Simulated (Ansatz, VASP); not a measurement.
**Ru in VASP and in Ansatz**

INCAR

```
ALGO = Fast
EDIFF = 1E-6
ENCUT = 520
GGA = PS
ISIF = 2
ISMEAR = 0
LASPH = True
LCHARG = False
LREAL = False
LWAVE = False
NBANDS = 21
NELM = 100
PREC = Accurate
SIGMA = 0.15
```

File KPOINTS:

```
k-points
0
Gamma
  18 18 10
```

Contents of POSCAR:

```
Ru
1.0
    2.7614993361      0.0000000000      0.0000000000
   -1.3807496681      2.3915285776      0.0000000000
    0.0000000000      0.0000000000      4.2523798378
Ru
2
Direct
    0.3433576522      0.6867153044      0.2500000000
    0.6566423478      0.3132846956      0.7500000000
```

Input for Ansatz:

```yaml
crystal:
  lattice:
    - [2.7614993361, 0.0, 0.0]
    - [-1.3807496681, 2.3915285776, 0.0]
    - [0.0, 0.0, 4.2523798378]
  atoms:
    - { symbol: Ru, position: [0.3433576522, 0.6867153044, 0.25] }
    - { symbol: Ru, position: [0.6566423478, 0.3132846956, 0.75] }
basis:
  ecutwfc: 420
kpoints:
  mp_grid: { grid: [18, 18, 10] }
hamiltonian:
  xc: pbesol
  pseudopotentials: { kind: paw, azcp: { folder: soft_1 } }
scf:
  occupations: { method: gaussian, width: 0.15 }
output:
  forces: true
  stress: true
  eigenvalues: true
```

Change from the starting cell: mode 5 frozen in at +0.047 Å, equal normal strain along x and y +0.0267.

Alike in both runs: task single point; functional PBEsol; k mesh 18 × 18 × 10; occupations gaussian, width 0.15 eV; no spin polarisation.

```csv
,VASP,Ansatz
version,VASP 6.6.1,Ansatz 0.2.0
potentials or method,"VASP PAW PBE potentials, release 64 (Ru_pv), cutoff 520 eV","scalar-relativistic, plane waves, PAW"
valence electrons in the cell,28,32
```

Ansatz gave:

| Item | Value |
| --- | --- |
| gap on the k mesh at the Fermi level (eV) | none |
| pressure (GPa) | -15.1 |
| traceless stress, the component that is largest in VASP (GPa) | 6.58 |
| rms of the force components (eV/Å) | 0.361 |

Q: What did VASP give for the same quantities?

A: gap on the k mesh at the Fermi level (eV): none; pressure (GPa): -15.2; traceless stress, the component that is largest in VASP (GPa): 6.57; rms of the force components (eV/Å): 0.360.

VASP's potentials were made for PBE, not for PBEsol, and Ansatz warns of the same on its side. Atom by atom the forces differ by 0.000 eV/Å (rms over components). A gap of «none» marks a metal or a gap that the smearing closes. VASP's potentials hold 28 valence electrons a cell and Ansatz's 32, so a difference there can come from the potentials and not from the codes.
